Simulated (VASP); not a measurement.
# KBr (Fm-3m) in VASP: settings compared, part 2 of 2

VASP 6.6.1. The steps go on from the part before.

### 3 Single point, PBE-based screened hybrid with 35 % exact exchange

POSCAR reads:

```
KBr
1.0
    0.0000000000      3.3024386828      3.3024386828
    3.3024386828      0.0000000000      3.3024386828
    3.3024386828      3.3024386828      0.0000000000
K Br
1 1
Direct
    0.0000000000      0.0000000000      0.0000000000
    0.5000000000      0.5000000000      0.5000000000
```

INCAR.step1 reads:

```
PREC = Accurate
ENCUT = 520
EDIFF = 1E-5
ISMEAR = 0
SIGMA = 0.01
LREAL = False
LASPH = True
NELM = 60
ALGO = Normal
ISIF = 2
LWAVE = True
LCHARG = False
GGA = PE
NBANDS = 15
```

INCAR.step2 reads:

```
PREC = Accurate
ENCUT = 520
EDIFF = 1E-7
ISMEAR = 0
SIGMA = 0.01
LREAL = False
LASPH = True
NELM = 60
ALGO = Normal
ISIF = 2
LWAVE = False
LCHARG = False
GGA = PE
LHFCALC = True
AEXX = 0.35
HFSCREEN = 0.1
PRECFOCK = Normal
ISTART = 1
NBANDS = 15
```

KPOINTS reads:

```
Automatic mesh
0
Gamma
  4 4 4
```

Potentials or basis: VASP PAW PBE potentials, release 64 (K_sv, Br).

Started as:

```bash
> cat potpaw_PBE.64/K_sv/POTCAR potpaw_PBE.64/Br/POTCAR > POTCAR
> cp INCAR.step1 INCAR
> mpirun -np 1 vasp_std > vasp.out
> cp INCAR.step2 INCAR
> mpirun -np 1 vasp_std > vasp.out
```

OUTCAR:

```text
PREC = Accurate
   ENCUT = 520
   EDIFF = 1E-7
   ISMEAR = 0
   LREAL = False
   LASPH = True
   NELM = 60
   ISIF = 2
   GGA = PE
   LHFCALC = True
   AEXX = 0.35
   HFSCREEN = 0.1
   PRECFOCK = Normal
   ISTART = 1

 ion  position               nearest neighbor table
   1  0.000  0.000  0.000-
   2  0.500  0.500  0.500-

  LATTYP: Found a face centered cubic cell.
 ALAT       =     6.6048773656

  Lattice vectors:

[... 318 lines left out ...]
     14      10.5889      0.00000
     15      10.7995      0.00000

------------------------ aborting loop because EDIFF is reached ----------------------------------------

  FORCE on cell =-STRESS in cart. coord.  units (eV):
  Direction    XX          YY          ZZ          XY          YZ          ZX
  --------------------------------------------------------------------------------------
  -------------------------------------------------------------------------------------
  Total        0.1249686      0.1249686      0.1249686      0.0000000      0.0000000      0.0000000
  in kB        2.7795682      2.7795682      2.7795682      0.0000000      0.0000000      0.0000000
  external PRESSURE =       2.7795682 kB  Pullay stress =       0.0000000 kB

 VOLUME and BASIS-vectors are now :
 -----------------------------------------------------------------------------
  energy-cutoff  :      520.00
  volume of cell :       72.03
      direct lattice vectors                 reciprocal lattice vectors
     0.000000000  3.302438683  3.302438683    -0.151403265  0.151403265  0.151403265
     3.302438683  0.000000000  3.302438683     0.151403265 -0.151403265  0.151403265
     3.302438683  3.302438683  0.000000000     0.151403265  0.151403265 -0.151403265

 POSITION                                       TOTAL-FORCE (eV/Angst)
 -----------------------------------------------------------------------------------
      0.00000      0.00000      0.00000         0.000000      0.000000      0.000000
      3.30244      3.30244      3.30244        -0.000000     -0.000000     -0.000000
 -----------------------------------------------------------------------------------
    total drift:                               -0.000000     -0.000001     -0.000001

  FREE ENERGIE OF THE ION-ELECTRON SYSTEM (eV)
  ---------------------------------------------------
  free  energy   TOTEN  =        -7.9101464298 eV

  energy  without entropy=       -7.9101464298  energy(sigma->0) =       -7.91014643
```

Run time: 24 min. Hardware: 1 thread of Oxide Virtual Turin-like, shared host; peak memory 0.28 GiB.

Results:

```
Free energy            : -7.9101 eV
Pressure               : 0.3 GPa
Band gap on the k mesh : 6.56 eV
```

Levels at points of the mesh, in eV from the valence-band top:
```
           k point  band 4  band 5  band 6  band 7  band 8  band 9  band 10  band 11  band 12  band 13
(0.00, 0.00, 0.00)  -12.45  -12.45    0.00    0.00    0.00    6.56    10.04    10.04    10.04    11.05
(0.50, 0.00, 0.00)  -12.45  -12.18   -1.27   -0.35   -0.35    8.71    10.65    12.43    12.43    12.57
(0.50, 0.50, 0.00)  -12.49  -12.49   -0.90   -0.32   -0.32    8.06     9.53    11.79    12.16    12.51
```

Caveat: the PAW data sets were made with another functional, which shifts forces and pressure a little.

### 4 Single point, PBE-based screened hybrid with 40 % exact exchange

POSCAR is that of step 3.

INCAR.step1 reads:

```
SYSTEM = KBr
PREC     = Accurate       ! precision mode
ENCUT    = 520            ! plane-wave cutoff, eV
EDIFF    = 1E-5           ! SCF threshold, eV
ISMEAR   = 0              ! smearing method
SIGMA    = 0.01           ! smearing width, eV
LREAL    = .False.        ! projectors in reciprocal space
LASPH    = .True.         ! aspherical terms in the spheres
NELM     = 100            ! most SCF steps
ALGO     = Normal         ! electronic algorithm
ISIF     = 2              ! what is computed and relaxed
LWAVE    = .True.         ! write WAVECAR
NBANDS   = 15             ! bands
GGA      = PE             ! functional
```

INCAR.step2 reads:

```
SYSTEM = KBr
PREC     = Accurate       ! precision mode
ENCUT    = 520            ! plane-wave cutoff, eV
EDIFF    = 1E-6           ! SCF threshold, eV
ISMEAR   = 0              ! smearing method
SIGMA    = 0.01           ! smearing width, eV
LREAL    = .False.        ! projectors in reciprocal space
LASPH    = .True.         ! aspherical terms in the spheres
NELM     = 100            ! most SCF steps
ALGO     = Normal         ! electronic algorithm
ISIF     = 2              ! what is computed and relaxed
LWAVE    = .False.        ! write WAVECAR
LCHARG   = .True.         ! write CHGCAR
GGA      = PE             ! functional
LHFCALC  = .True.         ! exact exchange
AEXX     = 0.4            ! exact-exchange fraction
HFSCREEN = 0.2078         ! screening, 1/A
PRECFOCK = Normal       
LELF     = .True.         ! ELF
LVHAR    = .True.       
NBANDS   = 15             ! bands
ISTART   = 1
```

KPOINTS reads:

```
regular mesh
0
Gamma
  4 4 4
  0 0 0
```

Started as:

```bash
> cat potpaw_PBE.64/K_sv/POTCAR potpaw_PBE.64/Br/POTCAR > POTCAR
> cp INCAR.step1 INCAR
> mpirun -np 1 vasp_std > vasp.out
> cp INCAR.step2 INCAR
> mpirun -np 1 vasp_std > vasp.out
```

Run time: 18 min. Hardware: 1 thread of Oxide Virtual Turin-like, shared host; peak memory 0.28 GiB.

The run converged. Its results:

* Free energy: -7.7634 eV
* Pressure: 0.3 GPa
* Band gap on the k mesh: 6.31 eV

Levels at points of the mesh, in eV from the valence-band top:
| k point | band 5 | band 6 | band 7 | band 8 | band 9 | band 10 | band 11 | band 12 |
| --- | --- | --- | --- | --- | --- | --- | --- | --- |
| (0.00, 0.00, 0.00) | -12.58 | 0.00 | 0.00 | 0.00 | 6.31 | 9.79 | 9.79 | 9.79 |
| (0.50, 0.00, 0.00) | -12.31 | -1.25 | -0.35 | -0.35 | 8.45 | 10.40 | 12.16 | 12.16 |
| (0.50, 0.50, 0.00) | -12.61 | -0.89 | -0.32 | -0.32 | 7.80 | 9.27 | 11.53 | 11.95 |

Caveat: the PAW data sets were made with another functional, which shifts forces and pressure a little.

### 5 Single point, PBE-based screened hybrid with 40 % exact exchange

POSCAR is that of step 4.

INCAR.step1 reads:

```
SYSTEM = KBr
  ALGO = Normal
  EDIFF = 1E-5
  ENCUT = 520
  GGA = PE
  ISIF = 2
  ISMEAR = 0
  LASPH = .TRUE.
  LREAL = .FALSE.
  LWAVE = .TRUE.
  NBANDS = 15
  NELM = 100
  PREC = Accurate
  SIGMA = 0.01
```

INCAR.step2 reads:

```
SYSTEM = KBr
  AEXX = 0.4
  ALGO = Normal
  EDIFF = 1E-7
  ENCUT = 520
  GGA = PE
  HFSCREEN = 0.1
  ISIF = 2
  ISMEAR = 0
  ISTART = 1
  LASPH = .TRUE.
  LCHARG = .TRUE.
  LELF = .TRUE.
  LHFCALC = .TRUE.
  LREAL = .FALSE.
  LVHAR = .TRUE.
  LWAVE = .FALSE.
  NBANDS = 15
  NELM = 100
  PREC = Accurate
  PRECFOCK = Normal
  SIGMA = 0.01
```

KPOINTS reads:

```
k-points
0
G
  4 4 4
  0 0 0
```

Started as:

```bash
> cat potpaw_PBE.64/K_sv/POTCAR potpaw_PBE.64/Br/POTCAR > POTCAR
> cp INCAR.step1 INCAR
> mpirun -np 1 vasp_std > vasp.out
> cp INCAR.step2 INCAR
> mpirun -np 1 vasp_std > vasp.out
```

Run time: 20 min. Hardware: 1 thread of Oxide Virtual Turin-like, shared host; peak memory 0.28 GiB.

Results (log left out):

```
Free energy            : -8.1597 eV
Pressure               : 0.2 GPa
Band gap on the k mesh : 6.87 eV
```

Levels at points of the mesh, in eV from the valence-band top:
```csv
k point,band 6,band 7,band 8,band 9,band 10,band 11
"(0.00, 0.00, 0.00)",0.00,0.00,0.00,6.87,10.39,10.39
"(0.50, 0.00, 0.00)",-1.28,-0.36,-0.36,9.02,10.99,12.77
"(0.50, 0.50, 0.00)",-0.92,-0.33,-0.33,8.37,9.87,12.12
```

Caveat: the PAW data sets were made with another functional, which shifts forces and pressure a little.

### 6 Overview

| level | smearing | share of exact exchange | screening parameter | gap on the mesh (eV) | pressure (GPa) |
| --- | --- | --- | --- | --- | --- |
| HSE06 | gaussian 0.5 eV | 0.25 | 0.2079 1/Å | 5.59 | 0.4 |
| PBE-based screened hybrid with 35 % exact exchange | gaussian 0.01 eV | 0.35 | 0.1 1/Å | 6.56 | 0.3 |
| PBE-based screened hybrid with 40 % exact exchange | gaussian 0.01 eV | 0.4 | 0.2078 1/Å | 6.31 | 0.3 |
| PBE-based screened hybrid with 40 % exact exchange | gaussian 0.01 eV | 0.4 | 0.1 1/Å | 6.87 | 0.2 |

Alike in all rows: task single point; potentials or basis VASP PAW PBE potentials, release 64 (K_sv, Br); no spin polarisation; cell as given; k mesh 4 × 4 × 4; cutoff (eV) 520.

On the cell as given the gap runs from 5.59 eV (HSE06) to 6.87 eV (PBE-based screened hybrid with 40 % exact exchange).

Caveats: the PAW data sets were made with another functional, which shifts forces and pressure a little.

Total energies depend on the potentials used, so only differences within one code and one set of settings carry meaning.
